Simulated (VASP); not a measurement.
The system is Rh.

```xyz
1
Lattice="0.0000 1.8979 1.8979 1.8979 0.0000 1.8979 1.8979 1.8979 0.0000" Properties=species:S:1:pos:R:3 pbc="T T T"
Rh    0.0000    0.0000    0.0000
```

Base run:

* Program: VASP 6.6.1
* Functional: LDA
* Potentials or basis: VASP PAW LDA potentials, release 64 (Rh_pv)
* Cutoff: 520 eV
* k mesh: 15 × 15 × 15
* Occupations: fermi-dirac, width 0.05 eV
* Spin: collinear spin, ferromagnetic start
* Starting moments: [0.2] μB
* Fixed moment: 0.2 μB

Its results: pressure -8.6 GPa; site moments Rh +0.20 μB.

The run is repeated on the same cell with these changes: fixed moment from 0.2 μB to 0.6 μB; moments at the start from [0.2] to [0.6]. What comes out?

Pressure -6.0 GPa; site moments Rh +0.59 μB.

Caveats: the cell stands under tension; the total moment is fixed, so each spin has its own Fermi level and the state may be an excited one.
